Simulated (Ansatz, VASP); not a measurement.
Two plane-wave programs on MoS2

```
Mo S
1.0
     3.05490    0.00000    0.00000
    -1.52745    2.64562    0.00000
     0.00000    0.00000   11.87810
Mo S
2 4
Direct
  0.66667 0.33333 0.25014
  0.33333 0.66667 0.74986
  0.33333 0.66667 0.37960
  0.66667 0.33333 0.87931
  0.33333 0.66667 0.12069
  0.66667 0.33333 0.62040
```

Alike in both runs: task single point; functional PBE; dispersion D3(BJ); k mesh 12 × 12 × 4; occupations gaussian, width 0.05 eV; no spin polarisation.

```csv
,VASP,Ansatz
version,VASP 6.6.1,Ansatz 0.2.0
potentials or method,"VASP PAW PBE potentials, release 64 (Mo_sv, S), cutoff 520 eV","scalar-relativistic, plane waves, PAW"
valence electrons in the cell,52,52
```

Ansatz gave:

```
gap on the k mesh at the Fermi level (eV)                     : 0.75
least direct gap on the mesh (eV)                             : 1.96
pressure (GPa)                                                : 14.4
traceless stress, the component that is largest in VASP (GPa) : -0.62
rms of the force components (eV/Å)                            : 0.597
```

**Question.** What did VASP give for the same quantities?

**Answer.** gap on the k mesh at the Fermi level (eV): 0.76; least direct gap on the mesh (eV): 1.96; pressure (GPa): 14.2; traceless stress, the component that is largest in VASP (GPa): -0.70; rms of the force components (eV/Å): 0.587.

Atom by atom the forces differ by 0.011 eV/Å (rms over components).
